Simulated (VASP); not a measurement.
# HfN (Fmmm) in VASP: notebook

Runs on HfN. Level: PBE. Tasks: single point.

All numbers are computed with VASP 6.6.1; they aren't measurements. Logs are shortened: lines on timing, memory, paths and dates and some standing lists are left out, and cuts for length are marked.

## (1) The cell of the first run

Symmetry: Fmmm, No. 69, orthorhombic system. Conventional cell: a = 4.428 Å, b = 4.518 Å, c = 4.608 Å, α = 90.00°, β = 90.00°, γ = 90.00°. Within 2.9 Å of Hf (site symmetry mmm) lie 6 N at 2.21 to 2.30 Å. N (site symmetry mmm) has 6 Hf at 2.21 to 2.30 Å within 2.9 Å.

## (2) Single point, PBE (strain -0.0200 x Voigt [1, -1, 0, 0, 0, 0])

The input, INCAR:

```
SYSTEM = HfN
PREC     = Accurate       ! precision mode
ENCUT    = 520            ! plane-wave cutoff, eV
EDIFF    = 1E-6           ! SCF threshold, eV
ISMEAR   = 0              ! smearing method
SIGMA    = 0.1            ! smearing width, eV
LREAL    = .False.        ! projectors in reciprocal space
LASPH    = .True.         ! aspherical terms in the spheres
NELM     = 80             ! most SCF steps
ALGO     = Normal         ! electronic algorithm
ISIF     = 2              ! what is computed and relaxed
LWAVE    = .False.        ! write WAVECAR
LCHARG   = .False.        ! write CHGCAR
GGA      = PE             ! functional
NBANDS   = 14             ! bands
```

The input, KPOINTS:

```
Automatic mesh
0
Gamma
  18 18 18
  0 0 0
```

The input, POSCAR:

```
HfN
1.0
    0.0000000000      2.3041800000      2.2590000000
    2.2138200000      0.0000000000      2.2590000000
    2.2138200000      2.3041800000      0.0000000000
Hf N
1 1
Direct
    0.0000000000      0.0000000000      0.0000000000
    0.5000000000      0.5000000000      0.5000000000
```

Potentials or basis: VASP PAW PBE potentials, release 64 (Hf_pv, N).

Started as:

```
> cat potpaw_PBE.64/Hf_pv/POTCAR potpaw_PBE.64/N/POTCAR > POTCAR
> mpirun -np 1 vasp_std > vasp.out
```

OUTCAR:

```text
SYSTEM = HfN
   PREC = Accurate
   ENCUT = 520
   EDIFF = 1E-6
   ISMEAR = 0
   LREAL = .False.
   LASPH = .True.
   NELM = 80
   ISIF = 2
   GGA = PE

 ion  position               nearest neighbor table
   1  0.000  0.000  0.000-   2 2.21   2 2.21   2 2.26   2 2.26   2 2.30   2 2.30
   2  0.500  0.500  0.500-   1 2.21   1 2.21   1 2.26   1 2.26   1 2.30   1 2.30

  LATTYP: Found a face centered orthorhombic cell.
 ALAT       =     4.4276400000
 B/A-ratio  =     1.0204081633
 C/A-ratio  =     1.0408163265

  Lattice vectors:

 A1 = (   0.0000000000,   2.3041800000,  -2.2590000000)
 A2 = (   2.2138200000,   2.3041800000,   0.0000000000)
 A3 = (   2.2138200000,   0.0000000000,  -2.2590000000)

Analysis of symmetry for initial positions (statically):
=====================================================================
 Subroutine PRICEL returns:
 Original cell was already a primitive cell.

 Routine SETGRP: Setting up the symmetry group for a
 face centered orthorhombic supercell.

 Subroutine GETGRP returns: Found  8 space group operations
 (whereof  8 operations were pure point group operations)
 out of a pool of  8 trial point group operations.

The static configuration has the point symmetry D_2h.

Analysis of symmetry for dynamics (positions and initial velocities):
=====================================================================
 Subroutine PRICEL returns:
 Original cell was already a primitive cell.

 Routine SETGRP: Setting up the symmetry group for a
 face centered orthorhombic supercell.

 Subroutine GETGRP returns: Found  8 space group operations
 (whereof  8 operations were pure point group operations)
 out of a pool of  8 trial point group operations.

The dynamic configuration has the point symmetry D_2h.

 Subroutine INISYM returns: Found  8 space group operations
 (whereof  8 operations are pure point group operations),
 and found     1 'primitive' translations

----------------------------------------------------------------------------------------

                                     Primitive cell

  volume of cell :      23.0465

  direct lattice vectors                    reciprocal lattice vectors
     0.000000000  2.304180000  2.259000000    -0.225853954  0.216996936  0.221336875
     2.213820000  0.000000000  2.259000000     0.225853954 -0.216996936  0.221336875
     2.213820000  2.304180000  0.000000000     0.225853954  0.216996936 -0.221336875

  length of vectors
     3.226813672  3.162922698  3.195347315     0.383520131  0.383520131  0.383520131

  position of ions in fractional coordinates (direct lattice)
     0.000000000  0.000000000  0.000000000
     0.500000000  0.500000000  0.500000000

  ion indices of the primitive-cell ions
   primitive index   ion index
                 1           1
                 2           2

----------------------------------------------------------------------------------------

 KPOINTS: Automatic mesh

Automatic generation of k-mesh.
 Grid dimensions read from file:
 generate k-points for:   18   18   18

 Generating k-lattice:

  Cartesian coordinates                     Fractional coordinates (reciprocal lattice)
    -0.012547442  0.012055385  0.012296493     0.055555556  0.000000000  0.000000000
     0.012547442 -0.012055385  0.012296493     0.000000000  0.055555556  0.000000000
     0.012547442  0.012055385 -0.012296493     0.000000000  0.000000000  0.055555556

  Length of vectors
     0.021306674  0.021306674  0.021306674

  Shift w.r.t. Gamma in fractional coordinates (k-lattice)
     0.000000000  0.000000000  0.000000000

 Subroutine IBZKPT returns following result:
 ===========================================

 Found    865 irreducible k-points:

 Following reciprocal coordinates:
            Coordinates               Weight
  0.000000  0.000000  0.000000      1.000000
  0.055556  0.000000  0.000000      8.000000
  0.111111  0.000000  0.000000      8.000000
  0.166667  0.000000  0.000000      8.000000
  0.222222  0.000000  0.000000      8.000000
  0.277778  0.000000  0.000000      8.000000
[... 16 lines left out ...]
 -0.277778  0.055556  0.000000      8.000000
 -0.222222  0.055556 -0.000000      8.000000
 [... further k-points ...]
   k-points           NKPTS =    865   k-points in BZ     NKDIM =    865   number of bands    NBANDS=     14
   number of dos      NEDOS =    301   number of ions     NIONS =      2
   total plane-waves  NPLWV =  13824
   dimension x,y,z NGX =    24 NGY =   24 NGZ =   24
   dimension x,y,z NGXF=    48 NGYF=   48 NGZF=   48
   ions per type =               1   1
   NGX,Y,Z   is equivalent  to a cutoff of  12.36, 12.61, 12.49 a.u.
   NGXF,Y,Z  is equivalent  to a cutoff of  24.73, 25.23, 24.97 a.u.
 SYSTEM =  HfN
   PREC   = accura    normal or accurate (medium, high low for compatibility)
   ISTART =      0    job   : 0-new  1-cont  2-samecut
   ICHARG =      2    charge: 1-file 2-atom 10-const
   ISPIN  =      1    spin polarized calculation?
   LNONCOLLINEAR =      F non collinear calculations
   LSORBIT =      F    spin-orbit coupling
   LASPH  =      T    aspherical Exc in radial PAW
   ENCUT  =  520.0 eV  38.22 Ry    6.18 a.u.   6.00  5.88  5.94*2*pi/ulx,y,z
   NELM   =     80;   NELMIN=  2; NELMDL= -5     # of ELM steps
   EDIFF  = 0.1E-05   stopping-criterion for ELM
   LREAL  =      F    real-space projection
   EDIFFG = 0.1E-04   stopping-criterion for IOM
   NSW    =      0    number of steps for IOM
   IBRION =     -1    ionic relax: 0-MD 1-quasi-New 2-CG
   NFREE  =      0    steps in history (QN), initial steepest desc. (CG)
   ISIF   =      2    stress and relaxation
   ISYM   =      2    0-nonsym 1-usesym 2-fastsym
   POTIM  = 0.5000    time-step for ionic-motion
   TEBEG  =    0.0;   TEEND  =   0.0 temperature during run
   PSTRESS=    0.0 pullay stress
   NELECT =      15.0000    total number of electrons
   NUPDOWN=      -1.0000    fix difference up-down
   EMIN   =  10.00;   EMAX   =-10.00  energy-range for DOS
   EFERMI =   0.00;   METHOD = LEGACY
   ISMEAR =     0;   SIGMA  =   0.10  broadening in eV -4-tet -1-fermi 0-gaus
   EFERMI_NEDOS =   21; number of points for ismear=-14 and -15
   IALGO  =     38    algorithm
   IMIX   =      4    mixing-type and parameters
     AMIX     =   0.40;   BMIX     =  1.00
     AMIX_MAG =   1.60;   BMIX_MAG =  1.00
  volume/ion in A,a.u.               =      11.52        77.76
  Fermi-wavevector in a.u.,A,eV,Ry     =   1.418743  2.681035 27.386222  2.012831
  Thomas-Fermi vector in A             =   2.539836
   LORBIT       =      0    0 simple, 1 ext, 2 COOP (PROOUT), +10 PAW based schemes
   GGA     = PE    functional components
   LHFCALC =     F    Hartree Fock is set to
   AEXX    =    0.0000 exact exchange contribution
   IVDW    =     0    specifies the selected vdW correction
   LEPSILON=     F    determine dielectric tensor
   LRPA    =     F    only Hartree local field effects (RPA)
 non-spin polarized calculation
 Gauss-broadening in eV      SIGMA  =   0.10
  energy-cutoff  :      520.00
  volume of cell :       23.05
 maximum number of plane-waves:       636
   NGX = 11   NGY = 11   NGZ = 11

 number of electron      15.0000000 magnetization

 Free energy of the ion-electron system (eV)
  ---------------------------------------------------
  ext. energy  EPLUGINS =         0.00000000
  ---------------------------------------------------
  free energy    TOTEN  =       -21.72730871 eV

  energy without entropy =      -21.72460692  energy(sigma->0) =      -21.72595782

 E-fermi :   8.3916     XC(G=0): -12.7323

 val. band max:        8.3908694458   @ k =  -0.2778   0.1667   0.2222
 cond. band min:       8.3990933128   @ k =  -0.2778   0.2778   0.3889
 fundamental gap:      0.0082238670
 Fermi energy:         8.3916333128

 k-point     1 :       0.0000    0.0000    0.0000
  band No.  band energies     occupation
      1     -22.7814      2.00000
      2     -22.7545      2.00000
      3     -22.7367      2.00000
      4      -9.1290      2.00000
      5       5.2666      2.00000
      6       5.3535      2.00000
      7       5.4628      2.00000
      8       7.8264      2.00000
      9       8.0525      2.00000
     10       8.2732      1.90591
     11       9.5967      0.00000
     12      10.3260      0.00000
     13      11.0126      0.00000
     14      17.9674      0.00000

 k-point     2 :       0.0556    0.0000    0.0000
  band No.  band energies     occupation
      1     -22.7992      2.00000
      2     -22.7668      2.00000
      3     -22.7440      2.00000
      4      -9.0570      2.00000
      5       4.9930      2.00000
      6       5.1319      2.00000
      7       5.2498      2.00000
      8       7.9487      2.00000
      9       8.1550      1.99918
     10       8.3566      1.37938
     11       9.8424      0.00000
     12      10.5661      0.00000
     13      11.2483      0.00000
     14      18.2119      0.00000

 k-point     3 :       0.1111    0.0000    0.0000
  band No.  band energies     occupation
      1     -22.8822      2.00000
      2     -22.7826      2.00000
      3     -22.7516      2.00000
      4      -8.8483      2.00000
      5       4.2518      2.00000
      6       4.6608      2.00000
      7       4.7781      2.00000
      8       8.2197      1.98497
      9       8.4031      0.87117
     10       8.5777      0.00852
     11      10.4885      0.00000
     12      11.2050      0.00000
     13      11.8785      0.00000
     14      18.9023      0.00000
[... 324 lines left out ...]
 k-point    23 :      -0.2778    0.0556    0.0000
  band No.  band energies     occupation
      1     -23.3938      2.00000
      2     -22.8582      2.00000
      3     -22.7920      2.00000
      4      -7.4837      2.00000
      5       1.1937      2.00000
      6       2.8406      2.00000
      7       3.1506      2.00000
      8       9.2192      0.00000
      9       9.9984      0.00000
     10      10.9069      0.00000
     11      13.1557      0.00000
     12      14.1183      0.00000
     13      15.5363      0.00000
     14      20.5985      0.00000

 k-point    24 :      -0.2222    0.0556   -0.0000
  band No.  band energies     occupation
      1     -23.2359      2.00000
      2     -22.8385      2.00000
      3     -22.7798      2.00000
      4      -7.9311      2.00000
      5       2.0027      2.00000
      6       3.2606      2.00000
      7       3.6277      2.00000
      8       8.8076      0.00000
      9       9.3543      0.00000
     10      10.2210      0.00000
     11      12.3331      0.00000
     12      13.2006      0.00000
     13      14.6054      0.00000
     14      20.6120      0.00000

 [... further k-points ...]
[... 5 lines left out ...]
  --------------------------------------------------------------------------------------
  -------------------------------------------------------------------------------------
  Total        2.0282847     -0.8225023      0.4792376      0.0000000      0.0000000     -0.0000000
  in kB      141.0050177    -57.1798171     33.3162852      0.0000000      0.0000000     -0.0000000
  external PRESSURE =      39.0471619 kB  Pullay stress =       0.0000000 kB

 VOLUME and BASIS-vectors are now :
 -----------------------------------------------------------------------------
  energy-cutoff  :      520.00
  volume of cell :       23.05
      direct lattice vectors                 reciprocal lattice vectors
     0.000000000  2.304180000  2.259000000    -0.225853954  0.216996936  0.221336875
     2.213820000  0.000000000  2.259000000     0.225853954 -0.216996936  0.221336875
     2.213820000  2.304180000  0.000000000     0.225853954  0.216996936 -0.221336875

 POSITION                                       TOTAL-FORCE (eV/Angst)
 -----------------------------------------------------------------------------------
      0.00000      0.00000      0.00000        -0.000000     -0.000000      0.000000
      2.21382      2.30418      2.25900         0.000000      0.000000      0.000000
 -----------------------------------------------------------------------------------
    total drift:                                0.000000     -0.000000     -0.000000

  FREE ENERGIE OF THE ION-ELECTRON SYSTEM (eV)
  ---------------------------------------------------
  free  energy   TOTEN  =       -21.7273087117 eV

  energy  without entropy=      -21.7246069242  energy(sigma->0) =      -21.72595782
```

Run time: 68 s. Hardware: 1 thread of Intel Xeon 6975P-C (Granite Rapids), shared host; peak memory 0.38 GiB.

What came out:

```
Free energy : -21.7273 eV
Pressure    : 3.9 GPa
```

Stress tensor (GPa, compression positive):
```
14.10  0.00  0.00
 0.00 -5.72  0.00
 0.00  0.00  3.33
```

Caveat: the cell differs from its parent crystal (strain -0.0200 x Voigt [1, -1, 0, 0, 0, 0]); spin-orbit coupling is left out, which moves the levels of the heavy elements.

## (3) Single point, PBE (strain +0.0150 x Voigt [1, -1, 0, 0, 0, 0])

The input, INCAR:

```
SYSTEM = HfN
PREC = Accurate
ENCUT = 520
EDIFF = 1E-6
ISMEAR = 0
SIGMA = 0.1
LREAL = .False.
LASPH = .True.
NELM = 80
ALGO = Normal
ISIF = 2
LWAVE = .False.
LCHARG = .True.
GGA = PE
LELF = .True.
LVHAR = .True.
NBANDS = 14
```

KPOINTS is that of step 2.

The input, POSCAR:

```
HfN
1.0
    0.0000000000      2.2251150000      2.2590000000
    2.2928850000      0.0000000000      2.2590000000
    2.2928850000      2.2251150000      0.0000000000
Hf N
1 1
Direct
    0.0000000000      0.0000000000      0.0000000000
    0.5000000000      0.5000000000      0.5000000000
```

Potentials or basis: VASP PAW PBE potentials, release 64 (Hf_pv, N).

Started as:

```
> cat potpaw_PBE.64/Hf_pv/POTCAR potpaw_PBE.64/N/POTCAR > POTCAR
> mpirun -np 1 vasp_std > vasp.out
```

Run time: 72 s. Hardware: 1 thread of Intel Xeon 6975P-C (Granite Rapids), shared host; peak memory 0.38 GiB.

The run converged. Its results:

| Item | Value |
| --- | --- |
| Free energy | -21.7398 eV |
| Pressure | 3.5 GPa |

Stress tensor (GPa, compression positive):
```
-3.64  0.00  0.00
 0.00 10.98  0.00
 0.00  0.00  3.21
```

Levels at points of the mesh, in eV from the Fermi level:
```
           k point  band 5  band 6  band 7  band 8  band 9  band 10  band 11  band 12
(0.00, 0.00, 0.00)   -3.10   -3.03   -2.95   -0.51   -0.34    -0.17     1.37     1.94
(0.50, 0.00, 0.00)   -8.89   -6.20   -6.18    3.27    3.64     3.81     4.42     8.50
(0.50, 0.50, 0.00)   -5.41   -3.80   -3.76   -3.62    3.99     5.31     5.71     5.74
(0.50, 0.00, 0.50)   -5.25   -3.85   -3.80   -3.73    4.08     5.41     5.61     5.64
(0.00, 0.50, 0.50)   -5.57   -3.77   -3.66   -3.59    4.07     5.42     5.62     5.64
```

Caveat: the cell differs from its parent crystal (strain +0.0150 x Voigt [1, -1, 0, 0, 0, 0]); spin-orbit coupling is left out, which moves the levels of the heavy elements.
